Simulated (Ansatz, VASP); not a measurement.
# Two plane-wave programs on LiCl

```
Li Cl
1.0
     0.00000    2.56477    2.56477
     2.56477    0.00000    2.56477
     2.56477    2.56477    0.00000
Li Cl
1 1
Cartesian
  0.0000 0.0000 0.0000
  2.5648 2.5648 2.5648
```

Alike in both runs: task relaxation of cell and atoms; functional PBEsol; k mesh 14 × 14 × 14; occupations fermi-dirac, width 0.05 eV; no spin polarisation.

|  | VASP | Ansatz |
| --- | --- | --- |
| version | VASP 6.6.1 | Ansatz 0.2.0 |
| potentials or method | VASP PAW PBE potentials, release 64 (Li_sv, Cl) | PAW with Ansatz's default frozen-core files, scalar-relativistic |
| plane-wave cutoff (eV) | 600 | 420 |
| valence electrons in the cell | 10 | 10 |

|  | VASP | Ansatz | Ansatz less VASP |
| --- | --- | --- | --- |
| gap on the k mesh at the Fermi level, each at its own relaxed structure (eV) | 6.37 | 6.35 | -0.017 |
| relaxed volume (Å³/atom) | 16.20 | 16.22 | +0.024 |
| relaxed cell length with the largest relative difference (Å) | 3.578 | 3.580 | +0.0018 |

VASP's potentials were made for PBE, not for PBEsol.

Noted on VASP's run: the cutoff is short for stress, so the pressure is rough.
